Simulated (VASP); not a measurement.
# LiH (Fm-3m) in VASP: a series of runs, part 2 of 2

VASP 6.6.1. Earlier steps stand in the parts before.

### 4 Single point, LDA

This run uses another cell than the first one, of 8.22 Å³/atom, 1.058 times its volume.

The input, INCAR:

```
SYSTEM = LiH
PREC = Accurate
ENCUT = 520
EDIFF = 1E-6
ISMEAR = 1
SIGMA = 0.1
LREAL = .FALSE.
LASPH = .TRUE.
NELM = 60
ALGO = Normal
ISIF = 2
LWAVE = .FALSE.
LCHARG = .FALSE.
GGA = CA
NBANDS = 9
```

The input, KPOINTS:

```
regular mesh
0
G
  8 8 8
  0 0 0
```

The input, POSCAR:

```
LiH
1.0
    0.0000000000      2.0184821998      2.0184821998
    2.0184821998      0.0000000000      2.0184821998
    2.0184821998      2.0184821998      0.0000000000
Li H
1 1
Direct
    0.0000000000      0.0000000000      0.0000000000
    0.5000000000      0.5000000000      0.5000000000
```

Potentials or basis: VASP PAW LDA potentials, release 64 (Li_sv, H).

The run is started by

```
$ cat potpaw_LDA.64/Li_sv/POTCAR potpaw_LDA.64/H/POTCAR > POTCAR
$ mpirun -np 1 vasp_std > vasp.out
```

OUTCAR:

```text
SYSTEM = LiH
   PREC = Accurate
   ENCUT = 520
   EDIFF = 1E-6
   ISMEAR = 1
   LREAL = .FALSE.
   LASPH = .TRUE.
   NELM = 60
   ISIF = 2
   GGA = CA

 ion  position               nearest neighbor table
   1  0.000  0.000  0.000-
   2  0.500  0.500  0.500-

  LATTYP: Found a face centered cubic cell.
 ALAT       =     4.0369643996

  Lattice vectors:

 A1 = (   0.0000000000,   2.0184821998,   2.0184821998)
 A2 = (   2.0184821998,   0.0000000000,   2.0184821998)
 A3 = (   2.0184821998,   2.0184821998,   0.0000000000)

Analysis of symmetry for initial positions (statically):
=====================================================================
 Subroutine PRICEL returns:
 Original cell was already a primitive cell.

 Routine SETGRP: Setting up the symmetry group for a
 face centered cubic supercell.

 Subroutine GETGRP returns: Found 48 space group operations
 (whereof 48 operations were pure point group operations)
 out of a pool of 48 trial point group operations.

The static configuration has the point symmetry O_h .

Analysis of symmetry for dynamics (positions and initial velocities):
=====================================================================
 Subroutine PRICEL returns:
 Original cell was already a primitive cell.

 Routine SETGRP: Setting up the symmetry group for a
 face centered cubic supercell.

 Subroutine GETGRP returns: Found 48 space group operations
 (whereof 48 operations were pure point group operations)
 out of a pool of 48 trial point group operations.

The dynamic configuration has the point symmetry O_h .

 Subroutine INISYM returns: Found 48 space group operations
 (whereof 48 operations are pure point group operations),
 and found     1 'primitive' translations

----------------------------------------------------------------------------------------

                                     Primitive cell

  volume of cell :      16.4477
[... 108 lines left out ...]
     AMIX     =   0.40;   BMIX     =  1.00
     AMIX_MAG =   1.60;   BMIX_MAG =  1.00
  volume/ion in A,a.u.               =       8.22        55.50
  Fermi-wavevector in a.u.,A,eV,Ry     =   1.021864  1.931044 14.207295  1.044207
  Thomas-Fermi vector in A             =   2.155512
   LORBIT       =      0    0 simple, 1 ext, 2 COOP (PROOUT), +10 PAW based schemes
   GGA     = CA    functional components
   LHFCALC =     F    Hartree Fock is set to
   AEXX    =    0.0000 exact exchange contribution
   IVDW    =     0    specifies the selected vdW correction
   LEPSILON=     F    determine dielectric tensor
   LRPA    =     F    only Hartree local field effects (RPA)
 non-spin polarized calculation
 Methfessel and Paxton  Order N= 1 SIGMA  =   0.10
  energy-cutoff  :      520.00
  volume of cell :       16.45
 maximum number of plane-waves:       459
 NGX is ok and might be reduce to    24
   NGX = 11   NGY = 11   NGZ = 11

 number of electron       3.9999995 magnetization

 Free energy of the ion-electron system (eV)
  ---------------------------------------------------
  ext. energy  EPLUGINS =         0.00000000
  ---------------------------------------------------
  free energy    TOTEN  =        -6.47957074 eV

  energy without entropy =       -6.47966255  energy(sigma->0) =       -6.47960134

 E-fermi :   0.1766     XC(G=0):  -8.7370

 val. band max:        0.1046441597   @ k =   0.5000   0.5000   0.0000
 cond. band min:       2.7294389175   @ k =   0.5000   0.5000   0.0000
 fundamental gap:      2.6247947577
 Fermi energy:         0.1766143659

 k-point     1 :       0.0000    0.0000    0.0000
  band No.  band energies     occupation
      1     -43.3808      2.00000
      2      -5.3728      2.00000
      3      15.9506      0.00000
      4      17.2967      0.00000
      5      17.2967      0.00000
      6      17.2967      0.00000
      7      22.0896      0.00000
      8      22.0896      0.00000
      9      22.0896      0.00000
[... 265 lines left out ...]
 k-point    24 :      -0.3750    0.2500    0.1250
  band No.  band energies     occupation
      1     -43.3246      2.00000
      2      -1.6751      2.00000
      3       4.8357      0.00000
      4       8.5940      0.00000
      5      12.8629      0.00000
      6      15.9192      0.00000
      7      22.5609      0.00000
      8      25.5650      0.00000
      9      26.6990      0.00000

 [... further k-points ...]
[... 5 lines left out ...]
  --------------------------------------------------------------------------------------
  -------------------------------------------------------------------------------------
  Total       -0.3610833     -0.3610833     -0.3610833      0.0000000      0.0000000     -0.0000000
  in kB      -35.1733117    -35.1733117    -35.1733117      0.0000000      0.0000000     -0.0000000
  external PRESSURE =     -35.1733117 kB  Pullay stress =       0.0000000 kB

 VOLUME and BASIS-vectors are now :
 -----------------------------------------------------------------------------
  energy-cutoff  :      520.00
  volume of cell :       16.45
      direct lattice vectors                 reciprocal lattice vectors
     0.000000000  2.018482200  2.018482200    -0.247710879  0.247710879  0.247710879
     2.018482200  0.000000000  2.018482200     0.247710879 -0.247710879  0.247710879
     2.018482200  2.018482200  0.000000000     0.247710879  0.247710879 -0.247710879

 POSITION                                       TOTAL-FORCE (eV/Angst)
 -----------------------------------------------------------------------------------
      0.00000      0.00000      0.00000         0.000000      0.000000      0.000000
      2.01848      2.01848      2.01848         0.000000      0.000000      0.000000
 -----------------------------------------------------------------------------------
    total drift:                                0.000000     -0.000000     -0.000000

  FREE ENERGIE OF THE ION-ELECTRON SYSTEM (eV)
  ---------------------------------------------------
  free  energy   TOTEN  =        -6.4795707409 eV

  energy  without entropy=       -6.4796625497  energy(sigma->0) =       -6.47960134
```

OSZICAR:

```text
N       E                     dE             d eps       ncg     rms          rms(c)
DAV:   1    -0.232568394390E+01   -0.23257E+01   -0.14040E+03   522   0.393E+02
DAV:   2    -0.666783860159E+01   -0.43422E+01   -0.43234E+01   722   0.552E+01
DAV:   3    -0.673150806504E+01   -0.63669E-01   -0.63624E-01   629   0.528E+00
DAV:   4    -0.673206162499E+01   -0.55356E-03   -0.55350E-03   762   0.373E-01
DAV:   5    -0.673206432975E+01   -0.27048E-05   -0.27047E-05   609   0.188E-02    0.278E+00
DAV:   6    -0.654181725125E+01    0.19025E+00   -0.17106E-01   572   0.118E+00    0.136E+00
DAV:   7    -0.647883226874E+01    0.62985E-01   -0.19726E-01   596   0.139E+00    0.198E-01
DAV:   8    -0.647962190591E+01   -0.78964E-03   -0.39128E-03   567   0.440E-01    0.428E-02
DAV:   9    -0.647957053179E+01    0.51374E-04   -0.17646E-04   680   0.490E-02    0.606E-03
DAV:  10    -0.647957074086E+01   -0.20906E-06   -0.48284E-06   574   0.161E-02
   1 F= -.64795707E+01 E0= -.64796013E+01  d E =0.918089E-04
```

It took 3.3 s on 1 thread of Intel Xeon Platinum 8375C at 2.90GHz (Ice Lake), shared host; peak memory 0.12 GiB.

Results:

```
Free energy            : -6.4796 eV
Band gap on the k mesh : 2.62 eV, direct
```

Caveat: the cutoff is under 1.25 times the usual one of these potentials, so pressure, stress and relaxed cells hold a basis-set (Pulay) error. A k mesh can miss the band edges.

### 5 Single point, LDA

This run uses another cell than the first one, of 8.45 Å³/atom, 1.087 times its volume.

The input, INCAR:

```
SYSTEM = LiH
PREC     = Accurate       ! precision mode
ENCUT    = 520            ! plane-wave cutoff, eV
EDIFF    = 1E-6           ! SCF threshold, eV
ISMEAR   = 1              ! smearing method
SIGMA    = 0.1            ! smearing width, eV
LREAL    = .FALSE.        ! projectors in reciprocal space
LASPH    = .TRUE.         ! aspherical terms in the spheres
NELM     = 60             ! most SCF steps
ALGO     = Normal         ! electronic algorithm
ISIF     = 2              ! what is computed and relaxed
LWAVE    = .FALSE.        ! write WAVECAR
LCHARG   = .FALSE.        ! write CHGCAR
GGA      = CA             ! functional
NBANDS   = 9              ! bands
```

KPOINTS is that of step 4.

The input, POSCAR:

```
LiH
1.0
    0.0000000000      2.0367500000      2.0367500000
    2.0367500000      0.0000000000      2.0367500000
    2.0367500000      2.0367500000      0.0000000000
Li H
1 1
Direct
    0.0000000000      0.0000000000      0.0000000000
    0.5000000000      0.5000000000      0.5000000000
```

Potentials or basis: VASP PAW LDA potentials, release 64 (Li_sv, H).

The run is started by

```
$ cat potpaw_LDA.64/Li_sv/POTCAR potpaw_LDA.64/H/POTCAR > POTCAR
$ mpirun -np 1 vasp_std > vasp.out
```

OUTCAR:

```text
SYSTEM = LiH
   PREC = Accurate
   ENCUT = 520
   EDIFF = 1E-6
   ISMEAR = 1
   LREAL = .FALSE.
   LASPH = .TRUE.
   NELM = 60
   ISIF = 2
   GGA = CA

 ion  position               nearest neighbor table
   1  0.000  0.000  0.000-
   2  0.500  0.500  0.500-

  LATTYP: Found a face centered cubic cell.
 ALAT       =     4.0735000000

  Lattice vectors:

 A1 = (   0.0000000000,   2.0367500000,   2.0367500000)
 A2 = (   2.0367500000,   0.0000000000,   2.0367500000)
 A3 = (   2.0367500000,   2.0367500000,   0.0000000000)

[... 464 lines left out ...]
      5      12.5333      0.00000
      6      15.5432      0.00000
      7      22.0779      0.00000
      8      25.0238      0.00000
      9      26.1500      0.00000

 [... further k-points ...]
[... 5 lines left out ...]
  --------------------------------------------------------------------------------------
  -------------------------------------------------------------------------------------
  Total       -0.4485772     -0.4485772     -0.4485772      0.0000000      0.0000000      0.0000000
  in kB      -42.5309048    -42.5309048    -42.5309048      0.0000000      0.0000000      0.0000000
  external PRESSURE =     -42.5309048 kB  Pullay stress =       0.0000000 kB

 VOLUME and BASIS-vectors are now :
 -----------------------------------------------------------------------------
  energy-cutoff  :      520.00
  volume of cell :       16.90
      direct lattice vectors                 reciprocal lattice vectors
     0.000000000  2.036750000  2.036750000    -0.245489137  0.245489137  0.245489137
     2.036750000  0.000000000  2.036750000     0.245489137 -0.245489137  0.245489137
     2.036750000  2.036750000  0.000000000     0.245489137  0.245489137 -0.245489137

 POSITION                                       TOTAL-FORCE (eV/Angst)
 -----------------------------------------------------------------------------------
      0.00000      0.00000      0.00000        -0.000000      0.000000      0.000000
      2.03675      2.03675      2.03675         0.000000     -0.000000     -0.000000
 -----------------------------------------------------------------------------------
    total drift:                                0.000000     -0.000000     -0.000000

  FREE ENERGIE OF THE ION-ELECTRON SYSTEM (eV)
  ---------------------------------------------------
  free  energy   TOTEN  =        -6.4692013882 eV

  energy  without entropy=       -6.4693133948  energy(sigma->0) =       -6.46923872
```

Wall time 3 s (1 thread of Intel Xeon Platinum 8375C at 2.90GHz (Ice Lake), shared host); peak memory 0.12 GiB.

Results:

| Item | Value |
| --- | --- |
| Free energy | -6.4692 eV |
| Band gap on the k mesh | 2.65 eV, direct |

Levels at points of the mesh, in eV from the valence-band top:
| k point | band 1 | band 2 | band 3 | band 4 | band 5 | band 6 |
| --- | --- | --- | --- | --- | --- | --- |
| (0.00, 0.00, 0.00) | -43.51 | -5.38 | 15.51 | 16.93 | 16.93 | 16.93 |
| (0.50, 0.00, 0.00) | -43.47 | -2.62 | 4.52 | 13.11 | 15.55 | 15.55 |
| (0.50, 0.50, 0.00) | -43.45 | 0.00 | 2.65 | 10.17 | 10.17 | 13.37 |

Caveat: the cutoff is under 1.25 times the usual one of these potentials, so pressure, stress and relaxed cells hold a basis-set (Pulay) error. A k mesh can miss the band edges.

### 6 Summary

```tsv
cell	gap on the mesh (eV)
a = 2.801 Å, angles 60.0°, 2 atoms	2.57
a = 2.828 Å, angles 60.0°, 2 atoms	2.60
a = 2.855 Å, angles 60.0°, 2 atoms	2.62
a = 2.880 Å, angles 60.0°, 2 atoms	2.65
```

Alike in all rows: task single point; level LDA; potentials or basis VASP PAW LDA potentials, release 64 (Li_sv, H); no spin polarisation; k mesh 8 × 8 × 8; cutoff (eV) 520; smearing methfessel-paxton 0.1 eV.

Caveats: the cutoff is under 1.25 times the usual one of these potentials, so pressure, stress and relaxed cells hold a basis-set (Pulay) error.

Total energies depend on the potentials used, so only differences within one code and one set of settings carry meaning.
